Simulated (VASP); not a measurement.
# AgRh (P-6m2) in VASP: further runs

The runs below take AgRh through single point, with BLYP, r2SCAN, LDA.

All numbers are computed with VASP 6.6.1; they aren't measurements. Logs are shortened: lines on timing, memory, paths and dates and some standing lists are left out, and cuts for length are marked.

### Step 1. The cell of the first run

Symmetry: P-6m2, No. 187, hexagonal system. Conventional cell: a = 2.778 Å, b = 2.778 Å, c = 4.809 Å, α = 90.00°, β = 90.00°, γ = 120.00°. Within 3.7 Å of Ag (site symmetry -6m2) lie 6 Ag at 2.78 Å and 6 Rh at 2.89 Å. Within 3.7 Å of Rh (site symmetry -6m2) lie 6 Rh at 2.78 Å and 6 Ag at 2.89 Å.

### Step 2. Single point, BLYP

INCAR reads:

```
SYSTEM = AgRh
AGGAC = 1.0 ; AGGAX = 1.0
ALDAC = 0.0 ; ALDAX = 1.0
ALGO = Fast ; EDIFF = 1E-7
ENCUT = 520 ; GGA = B5
ISIF = 2 ; ISMEAR = -1
LASPH = .TRUE. ; LCHARG = .FALSE.
LREAL = .FALSE. ; LWAVE = .FALSE.
NBANDS = 20 ; NELM = 80
PREC = Accurate ; SIGMA = 0.05
```

KPOINTS reads:

```
k-points
0
G
  6 6 3
  0 0 0
```

POSCAR reads:

```
AgRh
1.0
    2.7775881998      0.0000000000      0.0000000000
   -1.3887940999      2.4054619423      0.0000000000
    0.0000000000      0.0000000000      4.8086020000
Ag Rh
1 1
Direct
    0.0000000000      0.0000000000      0.5000000000
    0.6666666667      0.3333333333      0.0000000000
```

Potentials or basis: VASP PAW PBE potentials, release 64 (Ag, Rh_pv).

Run with:

```
cat potpaw_PBE.64/Ag/POTCAR potpaw_PBE.64/Rh_pv/POTCAR > POTCAR
mpirun -np 1 vasp_std > vasp.out
```

OUTCAR:

```text
SYSTEM = AgRh
   EDIFF = 1E-7
   ENCUT = 520
   GGA = B5
   ISIF = 2
   ISMEAR = -1
   LASPH = .TRUE.
   LREAL = .FALSE.
   NELM = 80
   PREC = Accurate

 ion  position               nearest neighbor table
   1  0.000  0.000  0.500-   2 2.89   2 2.89   2 2.89   2 2.89   2 2.89   2 2.89
   2  0.667  0.333  0.000-   1 2.89   1 2.89   1 2.89   1 2.89   1 2.89   1 2.89

  LATTYP: Found a hexagonal cell.
 ALAT       =     2.7775881998
 C/A-ratio  =     1.7312148721

  Lattice vectors:

 A1 = (   2.7775881998,   0.0000000000,   0.0000000000)
 A2 = (  -1.3887940999,   2.4054619423,   0.0000000000)
 A3 = (   0.0000000000,   0.0000000000,   4.8086020000)

Analysis of symmetry for initial positions (statically):
=====================================================================
 Subroutine PRICEL returns:
 Original cell was already a primitive cell.

 Routine SETGRP: Setting up the symmetry group for a
 hexagonal supercell.

 Subroutine GETGRP returns: Found 12 space group operations
 (whereof 12 operations were pure point group operations)
 out of a pool of 24 trial point group operations.

The static configuration has the point symmetry D_3h.

Analysis of symmetry for dynamics (positions and initial velocities):
=====================================================================
 Subroutine PRICEL returns:
 Original cell was already a primitive cell.

 Routine SETGRP: Setting up the symmetry group for a
 hexagonal supercell.

 Subroutine GETGRP returns: Found 12 space group operations
 (whereof 12 operations were pure point group operations)
 out of a pool of 24 trial point group operations.

The dynamic configuration has the point symmetry D_3h.

 Subroutine INISYM returns: Found 12 space group operations
 (whereof 12 operations are pure point group operations),
 and found     1 'primitive' translations

----------------------------------------------------------------------------------------

                                     Primitive cell

  volume of cell :      32.1281

  direct lattice vectors                    reciprocal lattice vectors
     2.777588200  0.000000000  0.000000000     0.360024571  0.207860283  0.000000000
    -1.388794100  2.405461942  0.000000000     0.000000000  0.415720566  0.000000000
     0.000000000  0.000000000  4.808602000     0.000000000  0.000000000  0.207960651

  length of vectors
     2.777588200  2.777588200  4.808602000     0.415720566  0.415720566  0.207960651

  position of ions in fractional coordinates (direct lattice)
[... 66 lines left out ...]
   ENCUT  =  520.0 eV  38.22 Ry    6.18 a.u.   5.16  5.16  8.94*2*pi/ulx,y,z
   NELM   =     80;   NELMIN=  2; NELMDL= -5     # of ELM steps
   EDIFF  = 0.1E-06   stopping-criterion for ELM
   LREAL  =      F    real-space projection
   EDIFFG = 0.1E-05   stopping-criterion for IOM
   NSW    =      0    number of steps for IOM
   IBRION =     -1    ionic relax: 0-MD 1-quasi-New 2-CG
   NFREE  =      0    steps in history (QN), initial steepest desc. (CG)
   ISIF   =      2    stress and relaxation
   ISYM   =      2    0-nonsym 1-usesym 2-fastsym
   POTIM  = 0.5000    time-step for ionic-motion
   TEBEG  =    0.0;   TEEND  =   0.0 temperature during run
   PSTRESS=    0.0 pullay stress
   NELECT =      26.0000    total number of electrons
   NUPDOWN=      -1.0000    fix difference up-down
   EMIN   =  10.00;   EMAX   =-10.00  energy-range for DOS
   EFERMI =   0.00;   METHOD = LEGACY
   ISMEAR =    -1;   SIGMA  =   0.05  broadening in eV -4-tet -1-fermi 0-gaus
   EFERMI_NEDOS =   21; number of points for ismear=-14 and -15
   IALGO  =     68    algorithm
   IMIX   =      4    mixing-type and parameters
     AMIX     =   0.40;   BMIX     =  1.00
     AMIX_MAG =   1.60;   BMIX_MAG =  1.00
  volume/ion in A,a.u.               =      16.06       108.41
  Fermi-wavevector in a.u.,A,eV,Ry     =   1.525589  2.882945 31.666497  2.327422
  Thomas-Fermi vector in A             =   2.633739
   LORBIT       =      0    0 simple, 1 ext, 2 COOP (PROOUT), +10 PAW based schemes
   GGA     = B5    functional components
   LHFCALC =     F    Hartree Fock is set to
   AEXX    =    0.0000 exact exchange contribution
   IVDW    =     0    specifies the selected vdW correction
   LEPSILON=     F    determine dielectric tensor
   LRPA    =     F    only Hartree local field effects (RPA)
 non-spin polarized calculation
 RMM-DIIS sequential band-by-band and
  energy-cutoff  :      520.00
  volume of cell :       32.13
 maximum number of plane-waves:       870
 NGX is ok and might be reduce to    24
   NGX = 11   NGY = 11   NGZ = 17

 number of electron      25.9999997 magnetization

 Free energy of the ion-electron system (eV)
  ---------------------------------------------------
  ext. energy  EPLUGINS =         0.00000000
  ---------------------------------------------------
  free energy    TOTEN  =        -7.74509324 eV

  energy without entropy =       -7.71570857  energy(sigma->0) =       -7.73040090

 E-fermi :   9.3206     XC(G=0): -12.1824

 val. band max:        9.2755727386   @ k =   0.1667   0.0000   0.3333
 cond. band min:       9.3764194290   @ k =   0.1667   0.0000   0.0000
 fundamental gap:      0.1008466904
 Fermi energy:         9.3206398140

 k-point     1 :       0.0000    0.0000    0.0000
  band No.  band energies     occupation
      1     -36.2694      2.00000
      2     -36.2694      2.00000
      3     -36.0688      2.00000
      4       2.3256      2.00000
      5       3.6353      2.00000
      6       5.0688      2.00000
[... 311 lines left out ...]
     19      18.8315      0.00000
     20      25.9713      0.00000

------------------------ aborting loop because EDIFF is reached ----------------------------------------

  FORCE on cell =-STRESS in cart. coord.  units (eV):
  Direction    XX          YY          ZZ          XY          YZ          ZX
  --------------------------------------------------------------------------------------
  -------------------------------------------------------------------------------------
  Total        1.4700361      1.4700361      1.5704200      0.0000000      0.0000000      0.0000000
  in kB       73.3083430     73.3083430     78.3143243      0.0000000      0.0000000      0.0000000
  external PRESSURE =      74.9770035 kB  Pullay stress =       0.0000000 kB

 VOLUME and BASIS-vectors are now :
 -----------------------------------------------------------------------------
  energy-cutoff  :      520.00
  volume of cell :       32.13
      direct lattice vectors                 reciprocal lattice vectors
     2.777588200  0.000000000  0.000000000     0.360024571  0.207860283  0.000000000
    -1.388794100  2.405461942  0.000000000     0.000000000  0.415720566  0.000000000
     0.000000000  0.000000000  4.808602000     0.000000000  0.000000000  0.207960651

 POSITION                                       TOTAL-FORCE (eV/Angst)
 -----------------------------------------------------------------------------------
      0.00000      0.00000      2.40430        -0.000000      0.000000      0.000000
      1.38879      0.80182      0.00000         0.000000      0.000000      0.000000
 -----------------------------------------------------------------------------------
    total drift:                               -0.000000      0.000000      0.000000

  FREE ENERGIE OF THE ION-ELECTRON SYSTEM (eV)
  ---------------------------------------------------
  free  energy   TOTEN  =        -7.7450932408 eV

  energy  without entropy=       -7.7157085654  energy(sigma->0) =       -7.73040090
```

stdout:

```text
POSCAR found type information on POSCAR AgRh
 POSCAR found :  2 types and       2 ions
 scaLAPACK will be used
 -----------------------------------------------------------------------------
|                                                                             |
|                                                                             |
|     You enforced a specific xc type in the INCAR file but a different       |
|     I HOPE YOU KNOW WHAT YOU ARE DOING!                                     |
|                                                                             |
 -----------------------------------------------------------------------------

 LDA part: xc-table for (Slater(with rela. corr.)+VWN5), standard interpolation
 POSCAR, INCAR and KPOINTS ok, starting setup
 FFT: planning ... GRIDC
 FFT: planning ... GRID_SOFT
 FFT: planning ... GRID
 WAVECAR not read
 entering main loop
```

Wall time 41 s (1 thread of AMD EPYC 7R13, shared host); peak memory 0.12 GiB.

Results:

```yaml
Free_energy: -7.7451 eV
Pressure: 7.5 GPa
Band_gap_on_the_k_mesh: zero (band 13 reaches 10.30 eV, above the bottom of band 14 at 9.28 eV)
```

Caveat: the k points lie up to 0.44 Å⁻¹ apart; the PAW data sets were made with another functional, which shifts forces and pressure a little.

### Step 3. Single point, r2SCAN

POSCAR is that of step 2.

INCAR.step1 reads:

```
PREC     = Accurate       # precision mode
ENCUT    = 520            # plane-wave cutoff, eV
ISMEAR   = -1             # smearing method
SIGMA    = 0.05           # smearing width, eV
LREAL    = False          # projectors in reciprocal space
LASPH    = True           # aspherical terms in the spheres
NELM     = 60             # most SCF steps
NBANDS   = 20             # bands
GGA      = PE             # functional
ALGO     = Normal         # electronic algorithm
EDIFF    = 1E-4           # SCF threshold, eV
LWAVE    = True           # write WAVECAR
LCHARG   = False          # write CHGCAR
```

INCAR.step2 reads:

```
PREC     = Accurate       # precision mode
ENCUT    = 520            # plane-wave cutoff, eV
EDIFF    = 1E-6           # SCF threshold, eV
ISMEAR   = -1             # smearing method
SIGMA    = 0.05           # smearing width, eV
LREAL    = False          # projectors in reciprocal space
LASPH    = True           # aspherical terms in the spheres
NELM     = 60             # most SCF steps
ALGO     = Normal         # electronic algorithm
ISIF     = 2              # what is computed and relaxed
LWAVE    = False          # write WAVECAR
LCHARG   = True           # write CHGCAR
METAGGA  = R2SCAN         # meta-GGA
LMIXTAU  = True         
LELF     = True           # ELF
LVHAR    = True         
NBANDS   = 20             # bands
ISTART   = 1
```

KPOINTS reads:

```
Automatic mesh
0
Gamma
  6 6 3
```

Potentials or basis: VASP PAW PBE potentials, release 64 (Ag, Rh_pv).

Run with:

```
cat potpaw_PBE.64/Ag/POTCAR potpaw_PBE.64/Rh_pv/POTCAR > POTCAR
cp INCAR.step1 INCAR
mpirun -np 1 vasp_std > vasp.out
cp INCAR.step2 INCAR
mpirun -np 1 vasp_std > vasp.out
```

Wall time 74 s (1 thread of AMD EPYC 7R13, shared host); peak memory 0.13 GiB.

The run converged. Its results:

```yaml
Free_energy: -44.9444 eV
Pressure: -5.9 GPa
Band_gap_on_the_k_mesh: zero (band 13 reaches 9.69 eV, above the bottom of band 14 at 8.61 eV)
```

Stress tensor (GPa, compression positive):
```
-6.36  0.00  0.00
 0.00 -6.36  0.00
 0.00  0.00 -4.89
```

Levels at points of the mesh, in eV from the Fermi level:
| k point | band 10 | band 11 | band 12 | band 13 | band 14 | band 15 | band 16 | band 17 |
| --- | --- | --- | --- | --- | --- | --- | --- | --- |
| (0.00, 0.00, 0.00) | -3.18 | -1.96 | -1.96 | 0.11 | 0.11 | 0.44 | 5.64 | 17.39 |
| (0.50, 0.00, 0.00) | -2.28 | -1.54 | -0.13 | 1.03 | 2.02 | 4.29 | 8.86 | 9.18 |

Caveat: the k points lie up to 0.44 Å⁻¹ apart; the PAW data sets were made with another functional, which shifts forces and pressure a little.

### Step 4. Single point, LDA

This run uses another cell than the first one, of 15.10 Å³/atom, 0.940 times its volume.

INCAR reads:

```
SYSTEM = AgRh
PREC = Accurate
ENCUT = 520
EDIFF = 1E-7
ISMEAR = -1
SIGMA = 0.05
LREAL = .FALSE.
LASPH = .TRUE.
NELM = 80
ALGO = Normal
ISIF = 2
LWAVE = .FALSE.
LCHARG = .FALSE.
NBANDS = 20
```

KPOINTS reads:

```
Automatic mesh
0
G
  11 11 6
  0 0 0
```

POSCAR reads:

```
AgRh
1.0
    2.7208868163      0.0000000000      0.0000000000
   -1.3604434081      2.3563571037      0.0000000000
    0.0000000000      0.0000000000      4.7104397215
Ag Rh
1 1
Direct
    0.0000000000      0.0000000000      0.5000000000
    0.6666666667      0.3333333333      0.0000000000
```

Potentials or basis: VASP PAW LDA potentials, release 64 (Ag, Rh_pv).

Run with:

```
cat potpaw_LDA.64/Ag/POTCAR potpaw_LDA.64/Rh_pv/POTCAR > POTCAR
mpirun -np 1 vasp_std > vasp.out
```

Wall time 44 s (1 thread of AMD EPYC 7R13, shared host); peak memory 0.13 GiB.

Results (log left out):

| Property | Result |
| --- | --- |
| Free energy | -11.9112 eV |
| Pressure | -6.0 GPa |
| Band gap on the k mesh | zero (band 13 reaches 10.72 eV, above the bottom of band 14 at 9.25 eV) |

Stress tensor (GPa, compression positive):
```
-5.59  0.00  0.00
 0.00 -5.59  0.00
 0.00  0.00 -6.92
```

Levels at points of the mesh, in eV from the Fermi level:
```
           k point  band 9  band 10  band 11  band 12  band 13  band 14  band 15  band 16  band 17  band 18
(0.00, 0.00, 0.00)   -3.17    -3.17    -1.98    -1.98     0.00     0.15     0.15     5.73    16.77    17.39
(0.00, 0.00, 0.50)   -3.29    -3.29    -2.76    -1.73    -1.73     0.10     0.10    12.01    13.04    16.99
```

### Step 5. Single point, LDA

This run uses another cell than the first one, of 15.42 Å³/atom, 0.960 times its volume.

INCAR reads:

```
SYSTEM = AgRh
PREC = Accurate
ENCUT = 520
EDIFF = 1E-6
ISMEAR = -1
SIGMA = 0.05
LREAL = .False.
LASPH = .True.
NELM = 60
ALGO = Normal
ISIF = 2
LWAVE = .False.
LCHARG = .True.
LELF = .True.
LVHAR = .True.
NBANDS = 20
```

KPOINTS reads:

```
regular mesh
0
Gamma
  11 11 6
  0 0 0
```

POSCAR reads:

```
AgRh
1.0
    2.7400486223      0.0000000000      0.0000000000
   -1.3700243112      2.3729517146      0.0000000000
    0.0000000000      0.0000000000      4.7436129252
Ag Rh
1 1
Direct
    0.0000000000      0.0000000000      0.5000000000
    0.6666666667      0.3333333333      0.0000000000
```

Run with:

```
cat potpaw_LDA.64/Ag/POTCAR potpaw_LDA.64/Rh_pv/POTCAR > POTCAR
mpirun -np 1 vasp_std > vasp.out
```

Run time: 53 s. Hardware: 1 thread of AMD EPYC 7R13, shared host; peak memory 0.13 GiB.

It converged, with:

* Free energy: -11.8802 eV
* Pressure: -9.6 GPa
* Band gap on the k mesh: zero (band 13 reaches 10.34 eV, above the bottom of band 14 at 8.92 eV)

Stress tensor (GPa, compression positive):
```
 -9.36   0.00   0.00
  0.00  -9.36   0.00
  0.00   0.00 -10.05
```

Levels at points of the mesh, in eV from the Fermi level:
```
           k point  band 9  band 10  band 11  band 12  band 13  band 14  band 15  band 16  band 17  band 18
(0.00, 0.00, 0.00)   -3.13    -3.13    -1.91    -1.91     0.05     0.15     0.15     5.58    16.74    17.33
(0.00, 0.00, 0.50)   -3.23    -3.23    -2.66    -1.68    -1.68     0.10     0.10    11.84    12.85    16.94
```

### Step 6. Single point, LDA

This run uses another cell than the first one, of 15.74 Å³/atom, 0.980 times its volume.

INCAR reads:

```
ALGO = Normal
EDIFF = 1E-6
ENCUT = 520
ISIF = 2
ISMEAR = -1
LASPH = T
LCHARG = F
LREAL = F
LWAVE = F
NBANDS = 20
NELM = 60
PREC = Accurate
SIGMA = 0.05
```

KPOINTS reads:

```
k-points
0
Gamma
  11 11 6
```

POSCAR reads:

```
AgRh
1.0
    2.7589461066      0.0000000000      0.0000000000
   -1.3794730533      2.3893174160      0.0000000000
    0.0000000000      0.0000000000      4.7763285309
Ag Rh
1 1
Direct
    0.0000000000      0.0000000000      0.5000000000
    0.6666666667      0.3333333333      0.0000000000
```

Potentials or basis: VASP PAW LDA potentials, release 64 (Ag, Rh_pv).

Run with:

```
cat potpaw_LDA.64/Ag/POTCAR potpaw_LDA.64/Rh_pv/POTCAR > POTCAR
mpirun -np 1 vasp_std > vasp.out
```

Run time: 72 s. Hardware: 1 thread of AMD EPYC 7R13, shared host; peak memory 0.14 GiB.

It converged, with:

```
Free energy            : -11.8359 eV
Pressure               : -12.6 GPa
Band gap on the k mesh : zero (band 13 reaches 9.97 eV, above the bottom of band 14 at 8.61 eV)
```

Stress tensor (GPa, compression positive):
```
-12.61   0.00   0.00
  0.00 -12.61   0.00
  0.00   0.00 -12.72
```

Levels at points of the mesh, in eV from the Fermi level:
```tsv
k point	band 11	band 12	band 13	band 14	band 15	band 16
(0.00, 0.00, 0.00)	-1.85	-1.85	0.10	0.14	0.14	5.43
(0.00, 0.00, 0.50)	-2.57	-1.64	-1.64	0.10	0.10	11.69
```

### Step 7. The runs side by side

```csv
level,potentials or basis,cell,k mesh,gap on the mesh (eV),pressure (GPa)
BLYP,"VASP PAW PBE potentials, release 64 (Ag, Rh_pv)","a = 2.778, b = 2.778, c = 4.809 Å, angles 90.0, 90.0, 120.0°, 2 atoms",6 × 6 × 3,none,7.5
r2SCAN,"VASP PAW PBE potentials, release 64 (Ag, Rh_pv)","a = 2.778, b = 2.778, c = 4.809 Å, angles 90.0, 90.0, 120.0°, 2 atoms",6 × 6 × 3,none,-5.9
LDA,"VASP PAW LDA potentials, release 64 (Ag, Rh_pv)","a = 2.721, b = 2.721, c = 4.710 Å, angles 90.0, 90.0, 120.0°, 2 atoms",11 × 11 × 6,none,-6.0
LDA,"VASP PAW LDA potentials, release 64 (Ag, Rh_pv)","a = 2.740, b = 2.740, c = 4.744 Å, angles 90.0, 90.0, 120.0°, 2 atoms",11 × 11 × 6,none,-9.6
LDA,"VASP PAW LDA potentials, release 64 (Ag, Rh_pv)","a = 2.759, b = 2.759, c = 4.776 Å, angles 90.0, 90.0, 120.0°, 2 atoms",11 × 11 × 6,none,-12.6
```

Alike in all rows: task single point; no spin polarisation; cutoff (eV) 520; smearing fermi-dirac 0.05 eV.

Caveats: some runs use coarse meshes; the PAW data sets were made with another functional, which shifts forces and pressure a little (some runs).

Total energies depend on the potentials used, so only differences within one code and one set of settings carry meaning.
